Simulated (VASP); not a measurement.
Write the native input for VASP 6.6.1 that does the following.

```yaml
Task: single point
Functional: PBE
Potentials_or_basis: VASP PAW PBE potentials, release 64 (Cs_sv, Br)
Cutoff: 500 eV
k_mesh: 4 × 4 × 4
Occupations: gaussian, width 0.01 eV
Spin: no spin polarisation
Dipole_correction: no
Further_INCAR_settings: ALGO = Normal; EDIFF = 1e-06; NBANDS = 15
```

The structure of CsBr lies in POSCAR:

```
CsBr
1.0
    4.3199575724      0.0000000000      0.0000000000
    0.0000000000      4.3199575724      0.0000000000
    0.0000000000      0.0000000000      4.3199575724
Cs Br
1 1
Direct
    0.0000000000      0.0000000000      0.0000000000
    0.5000000000      0.5000000000      0.5000000000
```

The input as run:

INCAR

```
SYSTEM = CsBr
  PREC = Accurate
  ENCUT = 500
  EDIFF = 1E-6
  ISMEAR = 0
  SIGMA = 0.01
  LREAL = .False.
  LASPH = .True.
  NELM = 120
  ALGO = Normal
  ISIF = 2
  LWAVE = .False.
  LCHARG = .True.
  GGA = PE
  LELF = .True.
  LVHAR = .True.
  NBANDS = 15
  GGA_COMPAT = .False.
```

KPOINTS

```
regular mesh
0
Gamma
  4 4 4
  0 0 0
```

Potentials or basis: VASP PAW PBE potentials, release 64 (Cs_sv, Br).

Run with:

```console
$ cat potpaw_PBE.64/Cs_sv/POTCAR potpaw_PBE.64/Br/POTCAR > POTCAR
$ mpirun -np 1 vasp_std > vasp.out
```

Results of the run:

- Pressure: 0.7 GPa
- Band gap on the k mesh: 4.42 eV, indirect (least direct gap 4.43 eV)

Caveat: spin-orbit coupling is left out, which moves the levels of the heavy elements.

Wall time 4.5 s on 1 thread of Intel(R) Xeon(R) 6975P-C (Granite Rapids) (shared host), peak memory 0.17 GiB.
